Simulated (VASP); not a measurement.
Wanted: the native input for a VASP 6.6.1 run.

```
Task                   : single point
Functional             : PBEsol
Potentials or basis    : VASP PAW PBE potentials, release 64 (In_d, Sb)
Cutoff                 : 520 eV
k mesh                 : 14 × 14 × 14
Occupations            : gaussian, width 0.15 eV
Spin                   : no spin polarisation
Dipole correction      : no
Further INCAR settings : ALGO = Normal; EDIFF = 1e-06; NBANDS = 16
```

The structure of InSb lies in POSCAR:

```
InSb
1.0
    0.0000000000      3.1074526039      2.9244236455
    3.1074526039      0.0000000000      2.9244236455
    3.1074526039      3.1074526039      0.0000000000
In Sb
1 1
Direct
    0.0000000000      0.0000000000      0.0000000000
    0.5000000000      0.5000000000      0.5000000000
```

The input as run:

INCAR

```
SYSTEM = InSb
ALGO = Normal
EDIFF = 1E-6
ENCUT = 520
GGA = PS
ISIF = 2
ISMEAR = 0
LASPH = .True.
LCHARG = .False.
LREAL = .False.
LWAVE = .False.
NBANDS = 16
NELM = 100
PREC = Accurate
SIGMA = 0.15
```

KPOINTS

```
k-points
0
Gamma
  14 14 14
  0 0 0
```

Potentials or basis: VASP PAW PBE potentials, release 64 (In_d, Sb).

Launch:

```console
$ cat potpaw_PBE.64/In_d/POTCAR potpaw_PBE.64/Sb/POTCAR > POTCAR
$ mpirun -np 1 vasp_std > vasp.out
```

It gave:

| Item | Value |
| --- | --- |
| Pressure | -1.0 GPa |
| Band gap on the k mesh | zero (bands 9 and 10 overlap by 2.93 eV) |

Caveat: the PAW data sets were made with another functional, which shifts forces and pressure a little; spin-orbit coupling is left out, which moves the levels of the heavy elements.

Wall time 73 s on 1 thread of Intel(R) Xeon(R) 6975P-C (Granite Rapids) (shared host), peak memory 0.36 GiB.
